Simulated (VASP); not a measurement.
# Ti (Fm-3m) in VASP: a series of runs

The runs below take Ti through single point, relaxation of cell and atoms, with LDA.

Everything below comes from runs of VASP 6.6.1. Logs are shortened: lines on timing, memory, paths and dates and some standing lists are left out, and cuts for length are marked.

## Step 1: The cell of the first run

The structure is cubic, space group Fm-3m (No. 225). The conventional cell has a = 4.001 Å, b = 4.001 Å, c = 4.001 Å, α = 90.00°, β = 90.00°, γ = 90.00°. Ti (site symmetry m-3m) has 12 Ti at 2.83 Å within 3.7 Å.

## Step 2: Single point, LDA

INCAR reads:

```
SYSTEM = Ti
ALGO = Normal ; EDIFF = 1E-7
ENCUT = 520 ; ISIF = 2
ISMEAR = 0 ; LASPH = .TRUE.
LCHARG = .FALSE. ; LREAL = .FALSE.
LWAVE = .FALSE. ; NBANDS = 12
NELM = 60 ; PREC = Accurate
SIGMA = 0.1
```

KPOINTS reads:

```
k-points
0
G
  18 18 18
  0 0 0
```

POSCAR reads:

```
Ti
1.0
    0.0000000000      2.0006578791      2.0006578791
    2.0006578791      0.0000000000      2.0006578791
    2.0006578791      2.0006578791      0.0000000000
Ti
1
Direct
    0.0000000000      0.0000000000      0.0000000000
```

Potentials or basis: VASP PAW LDA potentials, release 64 (Ti_sv).

Launch:

```console
cat potpaw_LDA.64/Ti_sv/POTCAR > POTCAR
mpirun -np 1 vasp_std > vasp.out
```

OUTCAR:

```text
SYSTEM = Ti
   EDIFF = 1E-7
   ENCUT = 520
   ISIF = 2
   ISMEAR = 0
   LASPH = .TRUE.
   LREAL = .FALSE.
   NELM = 60
   PREC = Accurate

 ion  position               nearest neighbor table
   1  0.000  0.000  0.000-

  LATTYP: Found a face centered cubic cell.
 ALAT       =     4.0013157582

  Lattice vectors:

 A1 = (   0.0000000000,   2.0006578791,   2.0006578791)
 A2 = (   2.0006578791,   0.0000000000,   2.0006578791)
 A3 = (   2.0006578791,   2.0006578791,   0.0000000000)

Analysis of symmetry for initial positions (statically):
=====================================================================
 Subroutine PRICEL returns:
 Original cell was already a primitive cell.

 Routine SETGRP: Setting up the symmetry group for a
 face centered cubic supercell.

 Subroutine GETGRP returns: Found 48 space group operations
 (whereof 48 operations were pure point group operations)
 out of a pool of 48 trial point group operations.

The static configuration has the point symmetry O_h .

Analysis of symmetry for dynamics (positions and initial velocities):
=====================================================================
 Subroutine PRICEL returns:
 Original cell was already a primitive cell.

 Routine SETGRP: Setting up the symmetry group for a
 face centered cubic supercell.

 Subroutine GETGRP returns: Found 48 space group operations
 (whereof 48 operations were pure point group operations)
 out of a pool of 48 trial point group operations.

The dynamic configuration has the point symmetry O_h .

 Subroutine INISYM returns: Found 48 space group operations
 (whereof 48 operations are pure point group operations),
 and found     1 'primitive' translations

----------------------------------------------------------------------------------------

                                     Primitive cell

  volume of cell :      16.0158

  direct lattice vectors                    reciprocal lattice vectors
     0.000000000  2.000657879  2.000657879    -0.249917792  0.249917792  0.249917792
     2.000657879  0.000000000  2.000657879     0.249917792 -0.249917792  0.249917792
     2.000657879  2.000657879  0.000000000     0.249917792  0.249917792 -0.249917792

  length of vectors
     2.829357506  2.829357506  2.829357506     0.432870314  0.432870314  0.432870314

  position of ions in fractional coordinates (direct lattice)
     0.000000000  0.000000000  0.000000000

  ion indices of the primitive-cell ions
   primitive index   ion index
                 1           1

----------------------------------------------------------------------------------------

 KPOINTS: k-points

Automatic generation of k-mesh.
 Grid dimensions read from file:
 generate k-points for:   18   18   18

 Generating k-lattice:

  Cartesian coordinates                     Fractional coordinates (reciprocal lattice)
    -0.013884322  0.013884322  0.013884322     0.055555556  0.000000000  0.000000000
     0.013884322 -0.013884322  0.013884322     0.000000000  0.055555556  0.000000000
     0.013884322  0.013884322 -0.013884322     0.000000000  0.000000000  0.055555556

  Length of vectors
     0.024048351  0.024048351  0.024048351

  Shift w.r.t. Gamma in fractional coordinates (k-lattice)
     0.000000000  0.000000000  0.000000000

 Subroutine IBZKPT returns following result:
 ===========================================

 Found    195 irreducible k-points:

 Following reciprocal coordinates:
            Coordinates               Weight
  0.000000  0.000000  0.000000      1.000000
  0.055556  0.000000  0.000000      8.000000
  0.111111  0.000000  0.000000      8.000000
  0.166667  0.000000  0.000000      8.000000
  0.222222  0.000000  0.000000      8.000000
  0.277778  0.000000  0.000000      8.000000
[... 16 lines left out ...]
 -0.277778  0.055556  0.000000     24.000000
 -0.222222  0.055556  0.000000     24.000000
 [... further k-points ...]
   k-points           NKPTS =    195   k-points in BZ     NKDIM =    195   number of bands    NBANDS=     12
   number of dos      NEDOS =    301   number of ions     NIONS =      1
   total plane-waves  NPLWV =  13824
   dimension x,y,z NGX =    24 NGY =   24 NGZ =   24
   dimension x,y,z NGXF=    48 NGYF=   48 NGZF=   48
   ions per type =               1
   NGX,Y,Z   is equivalent  to a cutoff of  14.10, 14.10, 14.10 a.u.
   NGXF,Y,Z  is equivalent  to a cutoff of  28.20, 28.20, 28.20 a.u.
 SYSTEM =  Ti
   PREC   = accura    normal or accurate (medium, high low for compatibility)
   ISTART =      0    job   : 0-new  1-cont  2-samecut
   ICHARG =      2    charge: 1-file 2-atom 10-const
   ISPIN  =      1    spin polarized calculation?
   LNONCOLLINEAR =      F non collinear calculations
   LSORBIT =      F    spin-orbit coupling
   LASPH  =      T    aspherical Exc in radial PAW
   ENCUT  =  520.0 eV  38.22 Ry    6.18 a.u.   5.26  5.26  5.26*2*pi/ulx,y,z
   NELM   =     60;   NELMIN=  2; NELMDL= -5     # of ELM steps
   EDIFF  = 0.1E-06   stopping-criterion for ELM
   LREAL  =      F    real-space projection
   EDIFFG = 0.1E-05   stopping-criterion for IOM
   NSW    =      0    number of steps for IOM
   IBRION =     -1    ionic relax: 0-MD 1-quasi-New 2-CG
   NFREE  =      0    steps in history (QN), initial steepest desc. (CG)
   ISIF   =      2    stress and relaxation
   ISYM   =      2    0-nonsym 1-usesym 2-fastsym
   POTIM  = 0.5000    time-step for ionic-motion
   TEBEG  =    0.0;   TEEND  =   0.0 temperature during run
   PSTRESS=    0.0 pullay stress
   NELECT =      12.0000    total number of electrons
   NUPDOWN=      -1.0000    fix difference up-down
   EMIN   =  10.00;   EMAX   =-10.00  energy-range for DOS
   EFERMI =   0.00;   METHOD = LEGACY
   ISMEAR =     0;   SIGMA  =   0.10  broadening in eV -4-tet -1-fermi 0-gaus
   EFERMI_NEDOS =   21; number of points for ismear=-14 and -15
   IALGO  =     38    algorithm
   IMIX   =      4    mixing-type and parameters
     AMIX     =   0.40;   BMIX     =  1.00
     AMIX_MAG =   1.60;   BMIX_MAG =  1.00
  volume/ion in A,a.u.               =      16.02       108.08
  Fermi-wavevector in a.u.,A,eV,Ry     =   1.486914  2.809859 30.081287  2.210912
  Thomas-Fermi vector in A             =   2.600140
   LORBIT       =      0    0 simple, 1 ext, 2 COOP (PROOUT), +10 PAW based schemes
   GGA     = CA    functional components
   LHFCALC =     F    Hartree Fock is set to
   AEXX    =    0.0000 exact exchange contribution
   IVDW    =     0    specifies the selected vdW correction
   LEPSILON=     F    determine dielectric tensor
   LRPA    =     F    only Hartree local field effects (RPA)
 non-spin polarized calculation
 Gauss-broadening in eV      SIGMA  =   0.10
  energy-cutoff  :      520.00
  volume of cell :       16.02
 maximum number of plane-waves:       444
 NGX is ok and might be reduce to    24
   NGX = 11   NGY = 11   NGZ = 11

 number of electron      11.9999999 magnetization

 Free energy of the ion-electron system (eV)
  ---------------------------------------------------
  ext. energy  EPLUGINS =         0.00000000
  ---------------------------------------------------
  free energy    TOTEN  =        -8.50349467 eV

  energy without entropy =       -8.49558871  energy(sigma->0) =       -8.49954169

 E-fermi :   8.8781     XC(G=0): -12.1773

 val. band max:        8.8710306400   @ k =   0.5000   0.3333   0.1667
 cond. band min:       8.8803707867   @ k =   0.2778   0.0000   0.0000
 fundamental gap:      0.0093401467
 Fermi energy:         8.8780828041

 k-point     1 :       0.0000    0.0000    0.0000
  band No.  band energies     occupation
      1     -47.0193      2.00000
      2     -23.1373      2.00000
      3     -23.1373      2.00000
      4     -23.1373      2.00000
      5       2.6779      2.00000
      6       9.7641      0.00000
      7       9.7641      0.00000
      8       9.7641      0.00000
      9      11.5608      0.00000
     10      11.5608      0.00000
     11      24.6678      0.00000
     12      29.4630      0.00000

 k-point     2 :       0.0556    0.0000    0.0000
  band No.  band energies     occupation
      1     -47.0140      2.00000
      2     -23.1656      2.00000
      3     -23.1408      2.00000
      4     -23.1408      2.00000
      5       2.7864      2.00000
      6       9.6953      0.00000
      7       9.8049      0.00000
      8       9.8049      0.00000
      9      11.5334      0.00000
     10      11.5334      0.00000
     11      24.7765      0.00000
     12      28.6361      0.00000

 k-point     3 :       0.1111    0.0000    0.0000
  band No.  band energies     occupation
      1     -46.9987      2.00000
      2     -23.2465      2.00000
      3     -23.1507      2.00000
      4     -23.1507      2.00000
      5       3.1033      2.00000
      6       9.5090      0.00000
      7       9.9108      0.00000
      8       9.9108      0.00000
      9      11.4722      0.00000
     10      11.4722      0.00000
     11      25.0108      0.00000
     12      27.1245      0.00000
[... 286 lines left out ...]
 k-point    23 :      -0.2778    0.0556    0.0000
  band No.  band energies     occupation
      1     -46.9016      2.00000
      2     -23.7214      2.00000
      3     -23.2405      2.00000
      4     -23.2015      2.00000
      5       5.2005      2.00000
      6       8.8152      1.62642
      7       9.8928      0.00000
      8      10.0096      0.00000
      9      11.6568      0.00000
     10      12.2113      0.00000
     11      21.5340      0.00000
     12      25.1542      0.00000

 k-point    24 :      -0.2222    0.0556    0.0000
  band No.  band energies     occupation
      1     -46.9321      2.00000
      2     -23.5721      2.00000
      3     -23.2202      2.00000
      4     -23.1815      2.00000
      5       4.5397      2.00000
      6       8.9015      0.74026
      7      10.0137      0.00000
      8      10.1212      0.00000
      9      11.3462      0.00000
     10      11.8915      0.00000
     11      23.0494      0.00000
     12      25.5449      0.00000

 [... further k-points ...]
[... 5 lines left out ...]
  --------------------------------------------------------------------------------------
  -------------------------------------------------------------------------------------
  Total       -0.0214674     -0.0214674     -0.0214674     -0.0000000     -0.0000000      0.0000000
  in kB       -2.1475411     -2.1475411     -2.1475411     -0.0000000     -0.0000000      0.0000000
  external PRESSURE =      -2.1475411 kB  Pullay stress =       0.0000000 kB

 VOLUME and BASIS-vectors are now :
 -----------------------------------------------------------------------------
  energy-cutoff  :      520.00
  volume of cell :       16.02
      direct lattice vectors                 reciprocal lattice vectors
     0.000000000  2.000657879  2.000657879    -0.249917792  0.249917792  0.249917792
     2.000657879  0.000000000  2.000657879     0.249917792 -0.249917792  0.249917792
     2.000657879  2.000657879  0.000000000     0.249917792  0.249917792 -0.249917792

 POSITION                                       TOTAL-FORCE (eV/Angst)
 -----------------------------------------------------------------------------------
      0.00000      0.00000      0.00000         0.000000     -0.000000     -0.000000
 -----------------------------------------------------------------------------------
    total drift:                                0.000000      0.000000     -0.000000

  FREE ENERGIE OF THE ION-ELECTRON SYSTEM (eV)
  ---------------------------------------------------
  free  energy   TOTEN  =        -8.5034946652 eV

  energy  without entropy=       -8.4955887064  energy(sigma->0) =       -8.49954169
```

Run time: 14 s. Hardware: 1 thread of Intel Xeon 6975P-C (Granite Rapids), shared host; peak memory 0.15 GiB.

What came out:

- Free energy: -8.5035 eV
- Pressure: -0.2 GPa
- Band gap on the k mesh: zero (band 6 reaches 9.76 eV, above the bottom of band 7 at 8.37 eV)

Levels at points of the mesh, in eV from the Fermi level:
```tsv
k point	band 2	band 3	band 4	band 5	band 6	band 7	band 8	band 9	band 10	band 11
(0.00, 0.00, 0.00)	-32.02	-32.02	-32.02	-6.20	0.89	0.89	0.89	2.68	2.68	15.79
(0.50, 0.00, 0.00)	-32.91	-32.13	-32.13	-2.78	0.74	0.74	0.96	3.91	3.91	9.06
(0.50, 0.50, 0.00)	-32.85	-32.33	-32.33	-2.88	-1.97	3.31	3.88	4.24	4.24	11.56
```

(Continued in part 2 of 3.)
